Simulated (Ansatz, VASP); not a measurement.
**Si4Ru in VASP and in Ansatz**

```
Si Ru
1.0
    -2.91337    2.91337    2.01281
     2.91337   -2.91337    2.01281
     2.91337    2.91337   -2.01281
Si Ru
4 1
Direct
  0.79781 0.61201 0.40982
  0.61201 0.20219 0.81419
  0.20219 0.38799 0.59018
  0.38799 0.79781 0.18581
  0.00000 0.00000 0.00000
```

Alike in both runs: functional PBE; k mesh 5 × 5 × 5; occupations gaussian, width 0.2 eV; no spin polarisation.

Ansatz relaxed the structure, and its values are those at the end. VASP's run is a single point on that final structure, the one shown.

|  | VASP | Ansatz |
| --- | --- | --- |
| version | VASP 6.6.1 | Ansatz 0.2.0 |
| potentials or method | VASP PAW PBE potentials, release 64 (Si, Ru_pv), cutoff 500 eV | scalar-relativistic, plane waves, PAW |
| valence electrons in the cell | 30 | 32 |

```tsv
	VASP	Ansatz	Ansatz less VASP
gap on the k mesh at the Fermi level (eV)	none	none	-
pressure (GPa)	-0.5	-0.4	+0.06
rms of the force components (eV/Å)	0.015	0.014	-0.0004
```

A gap of «none» marks a metal or a gap that the smearing closes. The functional is the same, so the differences come from potentials, cutoffs and numerics. VASP's potentials hold 30 valence electrons a cell and Ansatz's 32, so a difference there can come from the potentials and not from the codes.

The k mesh is coarse, so the values compare programs but aren't converged.
